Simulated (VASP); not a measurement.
Crystal: ZnHgO2.

```
Zn O Hg
1.0
     3.35975    0.00000    0.00000
     0.00000    3.35975    0.00000
     0.00000    0.00000    5.16241
Zn O Hg
1 2 1
Direct
  0.00000 0.00000 0.00000
  0.00000 0.50000 0.20350
  0.50000 0.00000 0.79650
  0.50000 0.50000 0.50000
```

This cell differs from its parent crystal: volume changed by -3%.

Base run:

| Property | Result |
| --- | --- |
| Program | VASP 6.6.1 |
| Functional | PBE |
| Potentials or basis | VASP PAW PBE potentials, release 64 (Zn, O, Hg) |
| Cutoff | 520 eV |
| k mesh | 6 × 6 × 4 |
| Occupations | fermi-dirac, width 0.02 eV |
| Spin | no spin polarisation |

Its results: band gap on the k mesh zero (filled and empty bands touch); pressure 4.4 GPa; largest force 0.047 eV/Å.

Question: The run is repeated on the same cell with these changes: potentials or basis from VASP PAW PBE potentials, release 64 (Zn, O, Hg) to VASP PAW PBE potentials, release 64 (Zn, O, Hg_sv_GW); cutoff from 520 eV to 600 eV; further incar settings from ALGO = Normal; EDIFF = 1e-07; NBANDS = 26 to ALGO = Normal; EDIFF = 1e-06; NBANDS = 30; valence electrons from 36 to 44. What comes out?

Answer: Band gap on the k mesh zero (filled and empty bands touch); pressure 3.7 GPa; largest force 0.033 eV/Å.

Caveats: spin-orbit coupling is left out, which moves the levels of the heavy elements.
